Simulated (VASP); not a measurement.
**Cu: single point with PBEsol**

Crystal: Cu.

```
CELL_PARAMETERS angstrom
-0.12471 2.04889 1.78164
1.51440 -0.12471 1.78164
1.38968 1.92417 0.00000
ATOMIC_POSITIONS crystal
Cu 0.00000 0.00000 0.00000
```

This cell differs from its parent crystal: engineering shear strain xy -0.1400, strain +e along x and -e along y -0.1500.

```
Program                : VASP 6.6.1
Task                   : single point
Functional             : PBEsol
Potentials or basis    : VASP PAW PBE potentials, release 64 (Cu)
Cutoff                 : 520 eV
k mesh                 : 22 × 22 × 22
Occupations            : gaussian, width 0.15 eV
Spin                   : no spin polarisation
Dipole correction      : no
Further INCAR settings : ALGO = Fast; EDIFF = 1e-06; NBANDS = 12
```

```json
{"Pressure": "11.1 GPa", "Band gap on the k mesh": "zero (an odd number of electrons rules out a gap without spin polarisation)"}
```

Stress tensor (GPa, compression positive):
```
15.27 10.94  0.00
10.94 -0.69  0.00
 0.00  0.00 18.70
```

Levels at points of the mesh, in eV from the Fermi level:
```tsv
k point	band 3	band 4	band 5	band 6	band 7	band 8
(0.00, 0.00, 0.00)	-3.61	-2.63	-2.34	-1.89	22.67	23.58
(0.50, 0.00, 0.00)	-2.40	-1.95	-1.67	-1.66	3.53	19.64
(0.50, 0.50, 0.00)	-2.13	-2.02	-1.13	1.21	7.37	11.61
(0.00, 0.00, 0.50)	-2.59	-2.05	-1.29	-0.22	5.57	14.43
(0.50, 0.00, 0.50)	-1.84	-1.77	-1.58	-1.20	4.19	17.84
(0.00, 0.50, 0.50)	-2.21	-1.41	-1.22	5.87	10.07	10.61
```

Wall time 3.7 min on 1 thread of AMD EPYC 9R45 96-Core Processor (Zen 5), with other jobs on the host, peak memory 0.41 GiB.

Caveat: the cell differs from its parent crystal (engineering shear strain xy -0.1400, strain +e along x and -e along y -0.1500); the stress differs along the axes, from -1 to 19 GPa; the PAW data sets were made with another functional, which shifts forces and pressure a little.
